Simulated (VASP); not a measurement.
# Mo (P6_3/mmc) in VASP: further runs, part 2 of 2

VASP 6.6.1. Earlier steps stand in the parts before.

### 5 Single point, r2SCAN (15.97 Å³/atom)

This run uses another cell than the first one, of 15.97 Å³/atom.

Contents of POSCAR:

```
Mo
1.0
    2.7384369840      0.0000000000      0.0000000000
   -1.3692184920      2.3715559949      0.0000000000
    0.0000000000      0.0000000000      4.9191062813
Mo
2
Direct
    0.3333333333      0.6666666667      0.2500000000
    0.6666666667      0.3333333333      0.7500000000
```

Contents of INCAR.step1:

```
PREC = Accurate ; ENCUT = 520
ISMEAR = -1 ; SIGMA = 0.1
LREAL = F ; LASPH = T
NELM = 80 ; NBANDS = 21
GGA = PE ; ALGO = Normal
EDIFF = 1E-4 ; LWAVE = T
LCHARG = F
```

Contents of INCAR.step2:

```
PREC = Accurate ; ENCUT = 520
EDIFF = 1E-7 ; ISMEAR = -1
SIGMA = 0.1 ; LREAL = F
LASPH = T ; NELM = 80
ALGO = Normal ; ISIF = 2
LWAVE = F ; LCHARG = T
METAGGA = R2SCAN ; LMIXTAU = T
LELF = T ; LVHAR = T
NBANDS = 21 ; ISTART = 1
```

Contents of KPOINTS:

```
regular mesh
0
Gamma
  15 15 7
```

Potentials or basis: VASP PAW PBE potentials, release 64 (Mo_sv).

Launch:

```sh
cat potpaw_PBE.64/Mo_sv/POTCAR > POTCAR
cp INCAR.step1 INCAR
mpirun -np 1 vasp_std > vasp.out
cp INCAR.step2 INCAR
mpirun -np 1 vasp_std > vasp.out
```

OUTCAR:

```text
PREC = Accurate
   ENCUT = 520
   EDIFF = 1E-7
   ISMEAR = -1
   LREAL = F
   LASPH = T
   NELM = 80
   ISIF = 2
   METAGGA = R2SCAN
   ISTART = 1

 ion  position               nearest neighbor table
   1  0.333  0.667  0.250-   2 2.92   2 2.92   2 2.92   2 2.92   2 2.92   2 2.92
   2  0.667  0.333  0.750-   1 2.92   1 2.92   1 2.92   1 2.92   1 2.92   1 2.92

  LATTYP: Found a hexagonal cell.
 ALAT       =     2.7384369840
 C/A-ratio  =     1.7963189623

  Lattice vectors:

 A1 = (   2.7384369840,   0.0000000000,   0.0000000000)
 A2 = (  -1.3692184920,   2.3715559949,   0.0000000000)
 A3 = (   0.0000000000,   0.0000000000,   4.9191062813)

Analysis of symmetry for initial positions (statically):
=====================================================================
 Subroutine PRICEL returns:
 Original cell was already a primitive cell.

 Routine SETGRP: Setting up the symmetry group for a
 hexagonal supercell.

 Subroutine GETGRP returns: Found 24 space group operations
 (whereof 12 operations were pure point group operations)
 out of a pool of 24 trial point group operations.

The static configuration has the point symmetry D_3d.
 The point group associated with its full space group is D_6h.

Analysis of symmetry for dynamics (positions and initial velocities):
=====================================================================
 Subroutine PRICEL returns:
 Original cell was already a primitive cell.

 Routine SETGRP: Setting up the symmetry group for a
 hexagonal supercell.

 Subroutine GETGRP returns: Found 24 space group operations
 (whereof 12 operations were pure point group operations)
 out of a pool of 24 trial point group operations.

The dynamic configuration has the point symmetry D_3d.
 The point group associated with its full space group is D_6h.

 Subroutine INISYM returns: Found 24 space group operations
 (whereof 12 operations are pure point group operations),
 and found     1 'primitive' translations

----------------------------------------------------------------------------------------

                                     Primitive cell

  volume of cell :      31.9464

  direct lattice vectors                    reciprocal lattice vectors
     2.738436984  0.000000000  0.000000000     0.365171814  0.210832045  0.000000000
    -1.369218492  2.371555995  0.000000000     0.000000000  0.421664090  0.000000000
     0.000000000  0.000000000  4.919106281     0.000000000  0.000000000  0.203288960

  length of vectors
     2.738436984  2.738436984  4.919106281     0.421664090  0.421664090  0.203288960

  position of ions in fractional coordinates (direct lattice)
     0.333333333  0.666666667  0.250000000
     0.666666667  0.333333333  0.750000000

  ion indices of the primitive-cell ions
   primitive index   ion index
                 1           1
                 2           2

----------------------------------------------------------------------------------------

 KPOINTS: regular mesh

Automatic generation of k-mesh.
 Grid dimensions read from file:
 generate k-points for:   15   15    7

 Generating k-lattice:

  Cartesian coordinates                     Fractional coordinates (reciprocal lattice)
     0.024344788  0.014055470  0.000000000     0.066666667 -0.000000000  0.000000000
     0.000000000  0.028110939  0.000000000     0.000000000  0.066666667  0.000000000
     0.000000000  0.000000000  0.029041280     0.000000000  0.000000000  0.142857143

  Length of vectors
     0.028110939  0.028110939  0.029041280

  Shift w.r.t. Gamma in fractional coordinates (k-lattice)
     0.000000000  0.000000000  0.000000000

 Subroutine IBZKPT returns following result:
 ===========================================

 Found    108 irreducible k-points:

 Following reciprocal coordinates:
            Coordinates               Weight
  0.000000  0.000000  0.000000      1.000000
  0.066667 -0.000000  0.000000      6.000000
  0.133333  0.000000  0.000000      6.000000
  0.200000 -0.000000  0.000000      6.000000
  0.266667  0.000000  0.000000      6.000000
  0.333333  0.000000  0.000000      6.000000
[... 16 lines left out ...]
  0.333333  0.200000  0.000000     12.000000
  0.400000  0.200000  0.000000      6.000000
 [... further k-points ...]
   k-points           NKPTS =    108   k-points in BZ     NKDIM =    108   number of bands    NBANDS=     21
   number of dos      NEDOS =    301   number of ions     NIONS =      2
   total plane-waves  NPLWV =  16000
   dimension x,y,z NGX =    20 NGY =   20 NGZ =   40
   dimension x,y,z NGXF=    40 NGYF=   40 NGZF=   80
   ions per type =               2
   NGX,Y,Z   is equivalent  to a cutoff of  12.14, 12.14, 13.52 a.u.
   NGXF,Y,Z  is equivalent  to a cutoff of  24.28, 24.28, 27.04 a.u.
 SYSTEM =  unknown system
   PREC   = accura    normal or accurate (medium, high low for compatibility)
   ISTART =      1    job   : 0-new  1-cont  2-samecut
   ICHARG =      0    charge: 1-file 2-atom 10-const
   ISPIN  =      1    spin polarized calculation?
   LNONCOLLINEAR =      F non collinear calculations
   LSORBIT =      F    spin-orbit coupling
   LASPH  =      T    aspherical Exc in radial PAW
   ENCUT  =  520.0 eV  38.22 Ry    6.18 a.u.   5.09  5.09  9.15*2*pi/ulx,y,z
   NELM   =     80;   NELMIN=  2; NELMDL=  0     # of ELM steps
   EDIFF  = 0.1E-06   stopping-criterion for ELM
   LREAL  =      F    real-space projection
   EDIFFG = 0.1E-05   stopping-criterion for IOM
   NSW    =      0    number of steps for IOM
   IBRION =     -1    ionic relax: 0-MD 1-quasi-New 2-CG
   NFREE  =      0    steps in history (QN), initial steepest desc. (CG)
   ISIF   =      2    stress and relaxation
   ISYM   =      2    0-nonsym 1-usesym 2-fastsym
   POTIM  = 0.5000    time-step for ionic-motion
   TEBEG  =    0.0;   TEEND  =   0.0 temperature during run
   PSTRESS=    0.0 pullay stress
   NELECT =      28.0000    total number of electrons
   NUPDOWN=      -1.0000    fix difference up-down
   EMIN   =  10.00;   EMAX   =-10.00  energy-range for DOS
   EFERMI =   0.00;   METHOD = LEGACY
   ISMEAR =    -1;   SIGMA  =   0.10  broadening in eV -4-tet -1-fermi 0-gaus
   EFERMI_NEDOS =   21; number of points for ismear=-14 and -15
   IALGO  =     38    algorithm
   IMIX   =      4    mixing-type and parameters
     AMIX     =   0.40;   BMIX     =  1.00
     AMIX_MAG =   1.60;   BMIX_MAG =  1.00
  volume/ion in A,a.u.               =      15.97       107.79
  Fermi-wavevector in a.u.,A,eV,Ry     =   1.566703  2.960640 33.396301  2.454559
  Thomas-Fermi vector in A             =   2.668992
   LORBIT       =      0    0 simple, 1 ext, 2 COOP (PROOUT), +10 PAW based schemes
   METAGGA = R2SCAN    functional components
   LHFCALC =     F    Hartree Fock is set to
   AEXX    =    0.0000 exact exchange contribution
   IVDW    =     0    specifies the selected vdW correction
   LEPSILON=     F    determine dielectric tensor
   LRPA    =     F    only Hartree local field effects (RPA)
 non-spin polarized calculation
  energy-cutoff  :      520.00
  volume of cell :       31.95
 maximum number of plane-waves:       882
   NGX = 11   NGY = 11   NGZ = 19

 number of electron      27.9999995 magnetization

 Free energy of the ion-electron system (eV)
  ---------------------------------------------------
  ext. energy  EPLUGINS =         0.00000000
  ---------------------------------------------------
  free energy    TOTEN  =       -51.20639386 eV

  energy without entropy =      -51.13029802  energy(sigma->0) =      -51.16834594

 E-fermi :  11.9482     XC(G=0): -14.4660

 val. band max:       11.9230071654   @ k =   0.0667  -0.0000   0.0000
 cond. band min:      11.9484843443   @ k =   0.3333   0.0000   0.4286
 fundamental gap:      0.0254771789
 Fermi energy:        11.9482139225

 k-point     1 :       0.0000    0.0000    0.0000
  band No.  band energies     occupation
      1     -50.8879      2.00000
      2     -50.7180      2.00000
      3     -24.7518      2.00000
      4     -23.6309      2.00000
      5     -23.4079      2.00000
      6     -23.4079      2.00000
[... 13 lines left out ...]
     20      15.5673      0.00000
     21      22.0275      0.00000
[... 529 lines left out ...]
 k-point    24 :       0.4000    0.2000    0.0000
  band No.  band energies     occupation
      1     -50.5609      2.00000
      2     -50.5268      2.00000
      3     -24.6896      2.00000
      4     -24.5408      2.00000
      5     -24.0913      2.00000
      6     -24.0673      2.00000
[... 13 lines left out ...]
     20      21.1536      0.00000
     21      23.0416      0.00000

 [... further k-points ...]

------------------------ aborting loop because EDIFF is reached ----------------------------------------

  FORCE on cell =-STRESS in cart. coord.  units (eV):
  Direction    XX          YY          ZZ          XY          YZ          ZX
  --------------------------------------------------------------------------------------
  -------------------------------------------------------------------------------------
  Total        0.1793108      0.1793108      0.2111139      0.0000000      0.0000000      0.0000000
  in kB        8.9927927      8.9927927     10.5877833      0.0000000      0.0000000      0.0000000
  external PRESSURE =       9.5244563 kB  Pullay stress =       0.0000000 kB

 VOLUME and BASIS-vectors are now :
 -----------------------------------------------------------------------------
  energy-cutoff  :      520.00
  volume of cell :       31.95
      direct lattice vectors                 reciprocal lattice vectors
     2.738436984  0.000000000  0.000000000     0.365171814  0.210832045  0.000000000
    -1.369218492  2.371555995  0.000000000     0.000000000  0.421664090  0.000000000
     0.000000000  0.000000000  4.919106281     0.000000000  0.000000000  0.203288960

 POSITION                                       TOTAL-FORCE (eV/Angst)
 -----------------------------------------------------------------------------------
     -0.00000      1.58104      1.22978         0.000000     -0.000000      0.000000
      1.36922      0.79052      3.68933        -0.000000      0.000000      0.000000
 -----------------------------------------------------------------------------------
    total drift:                               -0.000000      0.000000     -0.000000

  FREE ENERGIE OF THE ION-ELECTRON SYSTEM (eV)
  ---------------------------------------------------
  free  energy   TOTEN  =       -51.2063938559 eV

  energy  without entropy=      -51.1302980166  energy(sigma->0) =      -51.16834594
```

OUTCAR.step1:

```text
PREC = Accurate
   ENCUT = 520
   ISMEAR = -1
   LREAL = F
   LASPH = T
   NELM = 80
[... 797 lines left out ...]
 -----------------------------------------------------------------------------------
     -0.00000      1.58104      1.22978        -0.000000      0.000000      0.000000
      1.36922      0.79052      3.68933         0.000000     -0.000000      0.000000
 -----------------------------------------------------------------------------------
    total drift:                               -0.000000      0.000000     -0.000000

  FREE ENERGIE OF THE ION-ELECTRON SYSTEM (eV)
  ---------------------------------------------------
  free  energy   TOTEN  =       -21.0361482006 eV

  energy  without entropy=      -20.9541585507  energy(sigma->0) =      -20.99515338
```

OSZICAR.step1:

```text
N       E                     dE             d eps       ncg     rms          rms(c)
DAV:   1     0.295831628213E+03    0.29583E+03   -0.18017E+04  4536   0.140E+03
DAV:   2    -0.159356013070E+02   -0.31177E+03   -0.30409E+03  5086   0.441E+02
DAV:   3    -0.222010600779E+02   -0.62655E+01   -0.61694E+01  5140   0.644E+01
DAV:   4    -0.222323083374E+02   -0.31248E-01   -0.31212E-01  4986   0.477E+00
DAV:   5    -0.222325274817E+02   -0.21914E-03   -0.21914E-03  5196   0.384E-01    0.193E+01
DAV:   6    -0.211878583363E+02    0.10447E+01   -0.19803E+00  4916   0.122E+01    0.540E+00
DAV:   7    -0.210444508561E+02    0.14341E+00   -0.39333E-01  5226   0.497E+00    0.109E+00
DAV:   8    -0.210360882127E+02    0.83626E-02   -0.94647E-03  4746   0.894E-01    0.252E-01
DAV:   9    -0.210361482006E+02   -0.59988E-04   -0.30445E-04  4817   0.177E-01
   1 F= -.21036148E+02 E0= -.20995153E+02  d E =-.819896E-01
```

It took 2 min on 1 thread of Intel Xeon 6975P-C (Granite Rapids), shared host; peak memory 0.18 GiB.

What came out:

```yaml
Free_energy: -51.2064 eV
Pressure: 1.0 GPa
Band_gap_on_the_k_mesh: zero (bands 14 and 15 overlap by 1.81 eV)
```

Caveat: the PAW data sets were made with another functional, which shifts forces and pressure a little.

### 6 Single point, r2SCAN (16.61 Å³/atom)

This run uses another cell than the first one, of 16.61 Å³/atom.

Contents of POSCAR:

```
Mo
1.0
    2.7744731822      0.0000000000      0.0000000000
   -1.3872365911      2.4027642579      0.0000000000
    0.0000000000      0.0000000000      4.9838387872
Mo
2
Direct
    0.3333333333      0.6666666667      0.2500000000
    0.6666666667      0.3333333333      0.7500000000
```

INCAR.step1 is that of step 5.

Contents of INCAR.step2:

```
PREC = Accurate ; ENCUT = 520
EDIFF = 1E-7 ; ISMEAR = -1
SIGMA = 0.1 ; LREAL = F
LASPH = T ; NELM = 80
ALGO = Normal ; ISIF = 2
LWAVE = F ; LCHARG = F
METAGGA = R2SCAN ; LMIXTAU = T
NBANDS = 21 ; ISTART = 1
```

Contents of KPOINTS:

```
Automatic mesh
0
Gamma
  15 15 7
```

Potentials or basis: VASP PAW PBE potentials, release 64 (Mo_sv).

Launch:

```sh
cat potpaw_PBE.64/Mo_sv/POTCAR > POTCAR
cp INCAR.step1 INCAR
mpirun -np 1 vasp_std > vasp.out
cp INCAR.step2 INCAR
mpirun -np 1 vasp_std > vasp.out
```

OUTCAR:

```text
PREC = Accurate
   ENCUT = 520
   EDIFF = 1E-7
   ISMEAR = -1
   LREAL = F
   LASPH = T
   NELM = 80
   ISIF = 2
   METAGGA = R2SCAN
   ISTART = 1

 ion  position               nearest neighbor table
   1  0.333  0.667  0.250-   2 2.96   2 2.96   2 2.96   2 2.96   2 2.96   2 2.96
   2  0.667  0.333  0.750-   1 2.96   1 2.96   1 2.96   1 2.96   1 2.96   1 2.96

  LATTYP: Found a hexagonal cell.
 ALAT       =     2.7744731822
 C/A-ratio  =     1.7963189622

  Lattice vectors:

[... 764 lines left out ...]

------------------------ aborting loop because EDIFF is reached ----------------------------------------

  FORCE on cell =-STRESS in cart. coord.  units (eV):
  Direction    XX          YY          ZZ          XY          YZ          ZX
  --------------------------------------------------------------------------------------
  -------------------------------------------------------------------------------------
  Total       -1.8532577     -1.8532577     -1.4178840      0.0000000     -0.0000000      0.0000000
  in kB      -89.3697853    -89.3697853    -68.3747270      0.0000000     -0.0000000      0.0000000
  external PRESSURE =     -82.3714325 kB  Pullay stress =       0.0000000 kB

 VOLUME and BASIS-vectors are now :
 -----------------------------------------------------------------------------
  energy-cutoff  :      520.00
  volume of cell :       33.22
      direct lattice vectors                 reciprocal lattice vectors
     2.774473182  0.000000000  0.000000000     0.360428786  0.208093656  0.000000000
    -1.387236591  2.402764258  0.000000000     0.000000000  0.416187313  0.000000000
     0.000000000  0.000000000  4.983838787     0.000000000  0.000000000  0.200648545

 POSITION                                       TOTAL-FORCE (eV/Angst)
 -----------------------------------------------------------------------------------
     -0.00000      1.60184      1.24596         0.000000      0.000000      0.000000
      1.38724      0.80092      3.73788        -0.000000     -0.000000      0.000000
 -----------------------------------------------------------------------------------
    total drift:                                0.000000     -0.000000      0.000000

  FREE ENERGIE OF THE ION-ELECTRON SYSTEM (eV)
  ---------------------------------------------------
  free  energy   TOTEN  =       -51.1763760862 eV

  energy  without entropy=      -51.0975414867  energy(sigma->0) =      -51.13695879
```

Run time: 1.8 min. Hardware: 1 thread of Intel Xeon 6975P-C (Granite Rapids), shared host; peak memory 0.2 GiB.

What came out:

| Quantity | Value |
| --- | --- |
| Free energy | -51.1764 eV |
| Pressure | -8.2 GPa |
| Band gap on the k mesh | zero (bands 14 and 15 overlap by 1.70 eV) |

Stress tensor (GPa, compression positive):
```
-8.94  0.00  0.00
 0.00 -8.94  0.00
 0.00  0.00 -6.84
```

Levels at points of the mesh, in eV from the Fermi level:
```
           k point  band 12  band 13  band 14  band 15  band 16  band 17
(0.00, 0.00, 0.00)    -0.63    -0.63    -0.16    -0.16     0.26     1.62
```

Caveat: the cell stands under tension; the PAW data sets were made with another functional, which shifts forces and pressure a little.

### 7 Summary

| cell | gap on the mesh (eV) | pressure (GPa) |
| --- | --- | --- |
| a = 2.624, b = 2.624, c = 4.714 Å, angles 90.0, 90.0, 120.0°, 2 atoms | none | 42.8 |
| a = 2.663, b = 2.663, c = 4.784 Å, angles 90.0, 90.0, 120.0°, 2 atoms | none | 25.9 |
| a = 2.701, b = 2.701, c = 4.853 Å, angles 90.0, 90.0, 120.0°, 2 atoms | none | 12.2 |
| a = 2.738, b = 2.738, c = 4.919 Å, angles 90.0, 90.0, 120.0°, 2 atoms | none | 1.0 |
| a = 2.774, b = 2.774, c = 4.984 Å, angles 90.0, 90.0, 120.0°, 2 atoms | none | -8.2 |

Alike in all rows: task single point; level r2SCAN; potentials or basis VASP PAW PBE potentials, release 64 (Mo_sv); no spin polarisation; k mesh 15 × 15 × 7; cutoff (eV) 520; smearing fermi-dirac 0.1 eV.

Caveats: the PAW data sets were made with another functional, which shifts forces and pressure a little; the stress differs along the axes, from 37 to 46 GPa (at least some runs); the stress differs along the axes, from 22 to 28 GPa (at least some runs); the cell stands under pressure (at least some runs); the cell stands under tension (at least some runs).

Total energies depend on the potentials used, so only differences within one code and one set of settings carry meaning.

The gap in the log of VASP goes by the Fermi energy; the results here count the filled bands.